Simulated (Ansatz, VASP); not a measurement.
# FeCo3 in VASP and in Ansatz

```
CELL_PARAMETERS angstrom
3.53570 0.00000 0.00000
0.00000 3.53570 0.00000
0.00000 0.00000 3.53570
ATOMIC_POSITIONS crystal
Fe 0.00000 0.00000 0.00000
Co 0.50000 0.50000 0.00000
Co 0.50000 0.00000 0.50000
Co 0.00000 0.50000 0.50000
```

Alike in both runs: task single point; functional r2SCAN; k mesh 12 × 12 × 12; occupations gaussian, width 0.1 eV; no spin polarisation.

|  | VASP | Ansatz |
| --- | --- | --- |
| version | VASP 6.6.1 | Ansatz 0.2.0 |
| potentials or method | VASP PAW PBE potentials, release 64 (Fe, Co), cutoff 520 eV | scalar-relativistic, plane waves, PAW |
| valence electrons in the cell | 35 | 67 |

Ansatz gave:

| Quantity | Value |
| --- | --- |
| gap on the k mesh at the Fermi level (eV) | none |
| pressure (GPa) | -24.7 |

Q: Which values does VASP return?

A: gap on the k mesh at the Fermi level (eV): none; pressure (GPa): -24.1.

VASP's potentials were made for PBE, not for r2SCAN. A gap of «none» marks a metal or a gap that the smearing closes. The functional is the same, so the differences come from potentials, cutoffs and numerics. VASP's potentials hold 35 valence electrons a cell and Ansatz's 67, so a difference there can come from the potentials and not from the codes.
